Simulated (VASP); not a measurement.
# Pd in VASP: notebook, part 2 of 2

VASP 6.6.1.

### 5 Relaxation of cell and atoms, r2SCAN

This run uses another cell than the first one, of 14.96 Å³/atom, 0.997 times its volume.

POSCAR

```
Pd
1.0
    2.2155654451      1.2791573061      0.8796902027
   -2.2155654451      1.2791573061      0.8796902027
    0.0000000000     -2.5583146123      0.8796902027
Pd
1
Direct
    0.5000000000      0.5000000000      0.5000000000
```

INCAR.step1

```
PREC = Accurate
ENCUT = 600
ISMEAR = 0
SIGMA = 0.1
LREAL = F
LASPH = T
NELM = 60
GGA = PE
ALGO = Normal
EDIFF = 1E-4
LWAVE = T
LCHARG = F
```

INCAR.step2

```
PREC = Accurate
ENCUT = 600
EDIFF = 1E-6
ISMEAR = 0
SIGMA = 0.1
LREAL = F
LASPH = T
NELM = 60
ALGO = Normal
ISIF = 3
LWAVE = F
LCHARG = F
METAGGA = R2SCAN
LMIXTAU = T
IBRION = 2
NSW = 90
EDIFFG = -0.04
ISTART = 1
```

KPOINTS

```
Automatic mesh
0
Gamma
  9 9 9
```

Potentials or basis: VASP PAW PBE potentials, release 64 (Pd).

The run is started by

```sh
$ cat potpaw_PBE.64/Pd/POTCAR > POTCAR
$ cp INCAR.step1 INCAR
$ mpirun -np 1 vasp_std > vasp.out
$ cp INCAR.step2 INCAR
$ mpirun -np 1 vasp_std > vasp.out
```

OUTCAR:

```text
PREC = Accurate
   ENCUT = 600
   EDIFF = 1E-6
   ISMEAR = 0
   LREAL = F
   LASPH = T
   NELM = 60
   ISIF = 3
   METAGGA = R2SCAN
   IBRION = 2
   NSW = 90
   EDIFFG = -0.04
   ISTART = 1

 ion  position               nearest neighbor table
   1  0.500  0.500  0.500-

  LATTYP: Found a trigonal (rhomboedric) cell.
 ALAT       =     2.7053333451
 COS(alpha) =    -0.3413978033

  Lattice vectors:

 A1 = (   2.2155654451,   1.2791573061,   0.8796902027)
 A2 = (  -2.2155654451,   1.2791573061,   0.8796902027)
 A3 = (   0.0000000000,  -2.5583146123,   0.8796902027)

Analysis of symmetry for initial positions (statically):
=====================================================================
 Subroutine PRICEL returns:
 Original cell was already a primitive cell.

 Routine SETGRP: Setting up the symmetry group for a
 trigonal (rhombohedral) supercell.

 Subroutine GETGRP returns: Found 12 space group operations
 (whereof 12 operations were pure point group operations)
 out of a pool of 12 trial point group operations.

The static configuration has the point symmetry D_3d.

Analysis of symmetry for dynamics (positions and initial velocities):
=====================================================================
 Subroutine PRICEL returns:
 Original cell was already a primitive cell.

 Routine SETGRP: Setting up the symmetry group for a
 trigonal (rhombohedral) supercell.

 Subroutine GETGRP returns: Found 12 space group operations
 (whereof 12 operations were pure point group operations)
 out of a pool of 12 trial point group operations.

The dynamic configuration has the point symmetry D_3d.

 Subroutine INISYM returns: Found 12 space group operations
[... 120 lines left out ...]
   METAGGA = R2SCAN    functional components
   LHFCALC =     F    Hartree Fock is set to
   AEXX    =    0.0000 exact exchange contribution
   IVDW    =     0    specifies the selected vdW correction
   LEPSILON=     F    determine dielectric tensor
   LRPA    =     F    only Hartree local field effects (RPA)
 conjugate gradient relaxation of ions
 non-spin polarized calculation
 Gauss-broadening in eV      SIGMA  =   0.10
  energy-cutoff  :      600.00
  volume of cell :       14.96
 maximum number of plane-waves:       513
 NGX is ok and might be reduce to    24
   NGX = 11   NGY = 11   NGZ = 11

--------------------------------------- Ionic step        1  -------------------------------------------

 number of electron      10.0000000 magnetization

 Free energy of the ion-electron system (eV)
  ---------------------------------------------------
  ext. energy  EPLUGINS =         0.00000000
  ---------------------------------------------------
  free energy    TOTEN  =       -22.91310712 eV

  energy without entropy =      -22.90968827  energy(sigma->0) =      -22.91139770

------------------------ aborting loop because EDIFF is reached ----------------------------------------

  FORCE on cell =-STRESS in cart. coord.  units (eV):
  Direction    XX          YY          ZZ          XY          YZ          ZX
  --------------------------------------------------------------------------------------
  -------------------------------------------------------------------------------------
  Total       -0.0443167     -0.0443167      0.4955124     -0.0000000     -0.0000000      0.0000000
  in kB       -4.7466646     -4.7466646     53.0732322     -0.0000000     -0.0000000      0.0000000
  external PRESSURE =      14.5266343 kB  Pullay stress =       0.0000000 kB
[... 127 lines left out ...]
--------------------------------------- Ionic step        5  -------------------------------------------

 number of electron      10.0000001 magnetization

 Free energy of the ion-electron system (eV)
  ---------------------------------------------------
  ext. energy  EPLUGINS =         0.00000000
  ---------------------------------------------------
  free energy    TOTEN  =       -22.91793890 eV

  energy without entropy =      -22.91418802  energy(sigma->0) =      -22.91606346

 E-fermi :   9.2922     XC(G=0): -13.9727

 val. band max:        9.2798301325   @ k =  -0.4444  -0.4444   0.3333
 cond. band min:       9.2923754134   @ k =  -0.4444  -0.4444   0.3333
 fundamental gap:      0.0125452809
 Fermi energy:         9.2921525621

 k-point     1 :       0.0000    0.0000    0.0000
  band No.  band energies     occupation
      1       2.2697      2.00000
      2       6.3100      2.00000
      3       6.3331      2.00000
      4       6.3331      2.00000
      5       8.2726      2.00000
      6       8.2726      2.00000
      7      29.5822      0.00000
      8      29.6198      0.00000
      9      29.6198      0.00000
[... 265 lines left out ...]
 k-point    24 :       0.4444    0.4444    0.0000
  band No.  band energies     occupation
      1       4.2501      2.00000
      2       5.2120      2.00000
      3       7.9822      2.00000
      4       8.1809      2.00000
      5       9.1881      1.85885
      6      12.5193      0.00000
      7      17.4692      0.00000
      8      24.5559      0.00000
      9      26.9186      0.00000

 [... further k-points ...]
[... 5 lines left out ...]
  --------------------------------------------------------------------------------------
  -------------------------------------------------------------------------------------
  Total        0.0081417      0.0081417      0.0337725      0.0000000     -0.0000000      0.0000000
  in kB        0.8671459      0.8671459      3.5970207      0.0000000     -0.0000000      0.0000000
  external PRESSURE =       1.7771042 kB  Pullay stress =       0.0000000 kB
[... 16 lines left out ...]
  FREE ENERGIE OF THE ION-ELECTRON SYSTEM (eV)
  ---------------------------------------------------
  free  energy   TOTEN  =       -22.9179388988 eV

  energy  without entropy=      -22.9141880250  energy(sigma->0) =      -22.91606346

 reached required accuracy - stopping structural energy minimisation
```

OUTCAR.step1:

```text
PREC = Accurate
   ENCUT = 600
   ISMEAR = 0
   LREAL = F
   LASPH = T
[... 505 lines left out ...]

 POSITION                                       TOTAL-FORCE (eV/Angst)
 -----------------------------------------------------------------------------------
      0.00000     -0.00000      1.31954         0.000000     -0.000000      0.000000
 -----------------------------------------------------------------------------------
    total drift:                                0.000000      0.000000     -0.000000

  FREE ENERGIE OF THE ION-ELECTRON SYSTEM (eV)
  ---------------------------------------------------
  free  energy   TOTEN  =        -5.1749398131 eV

  energy  without entropy=       -5.1715127503  energy(sigma->0) =       -5.17322628
```

Wall time 2.4 min (1 thread of Intel Xeon Platinum 8259CL at 2.50GHz (Skylake/Cascade Lake), shared host); peak memory 0.16 GiB.

What came out:

* Free energy: -22.9179 eV
* Relaxed volume: 15.04 Å³/atom
* Relaxed cell: a = 2.695 Å, b = 2.695 Å, c = 2.695 Å, α = 109.50°, β = 109.50°, γ = 109.50°
* Space group after relaxing (to 0.05 Å): Im-3m (No. 229)
* Energy gained by relaxing: 4.8 meV/atom
* Ionic steps: 5
* Pressure after relaxing: 0.2 GPa
* Band gap on the k mesh: zero (band 5 reaches 9.76 eV, above the bottom of band 6 at 8.27 eV)

The path:
```tsv
step	energy change (eV)	largest force (eV/Å)	pressure (GPa)	volume (Å³)
1	0.0000	0.0000	1.45	14.96
2	-0.0035	0.0000	-2.24	15.25
3	-0.0040	0.0000	-1.23	15.17
4	-0.0046	0.0000	0.98	14.98
5	-0.0048	0.0000	0.18	15.04
```

Final structure:
```
CELL_PARAMETERS angstrom
2.20061 1.27052 0.89672
-2.20061 1.27052 0.89672
0.00000 -2.54104 0.89672
ATOMIC_POSITIONS crystal
Pd 0.50000 0.50000 0.50000
```

Levels at points of the mesh, in eV from the Fermi level:
```tsv
k point	band 1	band 2	band 3	band 4	band 5	band 6	band 7	band 8	band 9
(0.00, 0.00, 0.00)	-7.02	-2.98	-2.96	-2.96	-1.02	-1.02	20.29	20.33	20.33
```

Caveat: the PAW data sets were made with another functional, which shifts forces and pressure a little.

### 6 Overview

| task | cell | k mesh | cutoff (eV) | gap on the mesh (eV) | pressure (GPa) |
| --- | --- | --- | --- | --- | --- |
| single point | a = 2.691 Å, angles 109.5°, 1 atom | 9 × 9 × 9 | 520 | none | 0.6 |
| single point | a = 4.431, b = 4.431, c = 2.639 Å, angles 90.0, 90.0, 120.0°, 3 atoms | 6 × 6 × 4 | 520 | none | 0.9 |
| single point | a = 2.693 Å, angles 109.5°, 1 atom | 24 × 24 × 24 | 520 | none | 0.6 |
| relaxation of cell and atoms | relaxed from a = 2.705 Å, angles 110.0°, 1 atom | 9 × 9 × 9 | 600 | none | 0.2 |

Alike in all rows: level r2SCAN; potentials or basis VASP PAW PBE potentials, release 64 (Pd); no spin polarisation; smearing gaussian 0.1 eV.

Caveats: some runs use coarse meshes; the PAW data sets were made with another functional, which shifts forces and pressure a little.

Absolute energies hang on the potentials; compare differences alone.
